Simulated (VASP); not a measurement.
Write the native input for VASP 6.6.1 that does the following.

* Task: single point
* Functional: r2SCAN
* Potentials or basis: VASP PAW PBE potentials, release 64 (Ga_d, N_h)
* Cutoff: 910 eV
* k mesh: 8 × 8 × 8
* Occupations: gaussian, width 0.01 eV
* Spin: no spin polarisation
* Dipole correction: no
* Second run: hard_potentials
* Further INCAR settings: ALGO = Normal; EDIFF = 1e-06; NBANDS = 16

Crystal: GaN.

```
Ga N
1.0
     0.00000    2.08722    2.08722
     2.08722    0.00000    2.08722
     2.08722    2.08722    0.00000
Ga N
1 1
Cartesian
  2.0872 2.0872 2.0872
  0.0000 0.0000 0.0000
```

This cell differs from its parent crystal: volume changed by -3%.

One way to write it, as run:

POSCAR

```
GaN
1.0
    0.0000000000      2.0872157748      2.0872157748
    2.0872157748      0.0000000000      2.0872157748
    2.0872157748      2.0872157748      0.0000000000
Ga N
1 1
Direct
    0.5000000000      0.5000000000      0.5000000000
    0.0000000000      0.0000000000      0.0000000000
```

INCAR.step1

```
PREC = Accurate ; ENCUT = 910
ISMEAR = 0 ; SIGMA = 0.01
LREAL = F ; LASPH = T
NELM = 120 ; NBANDS = 16
GGA = PE ; ALGO = Normal
EDIFF = 1E-5 ; LWAVE = T
LCHARG = F ; GGA_COMPAT = F
```

INCAR.step2

```
PREC = Accurate ; ENCUT = 910
EDIFF = 1E-6 ; ISMEAR = 0
SIGMA = 0.01 ; LREAL = F
LASPH = T ; NELM = 120
ALGO = Normal ; ISIF = 2
LWAVE = F ; LCHARG = F
METAGGA = R2SCAN ; LMIXTAU = T
NBANDS = 16 ; ISTART = 1
GGA_COMPAT = F
```

KPOINTS

```
Automatic mesh
0
Gamma
  8 8 8
```

Potentials or basis: VASP PAW PBE potentials, release 64 (Ga_d, N_h).

Command:

```sh
$ cat potpaw_PBE.64/Ga_d/POTCAR potpaw_PBE.64/N_h/POTCAR > POTCAR
$ cp INCAR.step1 INCAR
$ mpirun -np 1 vasp_std > vasp.out
$ cp INCAR.step2 INCAR
$ mpirun -np 1 vasp_std > vasp.out
```

It gave:

- Pressure: 9.2 GPa
- Band gap on the k mesh: 1.38 eV, indirect (least direct gap 3.82 eV)

Caveat: the cutoff is under 1.25 times the usual one of these potentials, so pressure, stress and relaxed cells hold a basis-set (Pulay) error; the PAW data sets were made with another functional, which shifts forces and pressure a little.

Wall time 86 s on 1 thread of Intel(R) Xeon(R) Platinum 8259CL CPU @ 2.50GHz (Skylake/Cascade Lake), on a shared host, peak memory 0.18 GiB.
